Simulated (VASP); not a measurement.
BiS:

```
Bi S
1.0
     4.00294    0.00000    0.00000
     0.00000    4.00294    0.00000
     0.00000    0.00000    4.00294
Bi S
1 1
Cartesian
  2.0015 2.0015 2.0015
  0.0000 0.0000 0.0000
```

```yaml
Program: VASP 6.6.1
Task: relaxation of cell and atoms
Functional: PBE
Dispersion: D3(BJ)
Potentials_or_basis: VASP PAW PBE potentials, release 64 (Bi_d, S)
Cutoff: 600 eV
k_mesh: 7 × 7 × 7
Occupations: fermi-dirac, width 0.05 eV
Spin: no spin polarisation
```

At the start: pressure -12.1 GPa; volume 32.07 Å³/atom.

**Question.** How do energy, volume and symmetry change on relaxing?

**Answer.** Over 3 steps the energy falls by 538.4 meV/atom and the volume is 22.26 Å³/atom (-30.6 %); space group Pm-3m (No. 221, to 0.05 Å).

The path:
| step | energy change (eV) | largest force (eV/Å) | pressure (GPa) | volume (Å³) |
| --- | --- | --- | --- | --- |
| 1 | 0.0000 | 0.0000 | -12.06 | 64.14 |
| 2 | -1.0763 | 0.0000 | 0.54 | 44.24 |
| 3 | -1.0768 | 0.0000 | 0.05 | 44.52 |

Final structure:
```
CELL_PARAMETERS angstrom
3.54423 0.00000 0.00000
0.00000 3.54423 0.00000
0.00000 0.00000 3.54423
ATOMIC_POSITIONS crystal
Bi 0.50000 0.50000 0.50000
S 0.00000 0.00000 0.00000
```

Caveat: the volume moved by over 15 % at a fixed basis, so the end points are rough; pairwise dispersion overbinds metals, which lowers pressure and volume.
